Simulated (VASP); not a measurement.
Crystal: HfN.

```
CELL_PARAMETERS angstrom
0.00000 2.25600 2.25600
2.25600 0.00000 2.25600
2.25600 2.25600 0.00000
ATOMIC_POSITIONS crystal
Hf 0.00000 0.00000 0.00000
N 0.50000 0.50000 0.50000
```

| Quantity | Value |
| --- | --- |
| Program | VASP 6.6.1 |
| Task | relaxation of cell and atoms |
| Functional | PBEsol |
| Potentials or basis | VASP PAW PBE potentials, release 64 (Hf_pv, N) |
| Cutoff | 600 eV |
| k mesh | 10 × 10 × 10 |
| Occupations | fermi-dirac, width 0.05 eV |
| Spin | no spin polarisation |

At the start: pressure -4.2 GPa; volume 11.48 Å³/atom.

How do energy, volume and symmetry change on relaxing?

Over 3 steps the energy falls by 2.2 meV/atom and the volume is 11.31 Å³/atom (-1.5 %); space group Fm-3m (No. 225, to 0.1 Å) before and after.

Step by step:
| step | energy change (eV) | largest force (eV/Å) | pressure (GPa) | volume (Å³) |
| --- | --- | --- | --- | --- |
| 1 | 0.0000 | 0.0000 | -4.18 | 22.96 |
| 2 | 0.0131 | 0.0000 | 8.98 | 21.98 |
| 3 | -0.0045 | 0.0000 | -0.03 | 22.63 |

Final structure:
```cif
data_structure
_symmetry_space_group_name_H-M 'P 1'
_symmetry_Int_Tables_number 1
_cell_length_a 3.1749
_cell_length_b 3.1749
_cell_length_c 3.1749
_cell_angle_alpha 60.000
_cell_angle_beta 60.000
_cell_angle_gamma 60.000
_cell_volume 22.63
loop_
_atom_site_label
_atom_site_type_symbol
_atom_site_fract_x
_atom_site_fract_y
_atom_site_fract_z
_atom_site_occupancy
Hf1 Hf 0.00000 0.00000 0.00000 1
N1 N 0.50000 0.50000 0.50000 1
```

Caveat: the PAW data sets were made with another functional, which shifts forces and pressure a little.
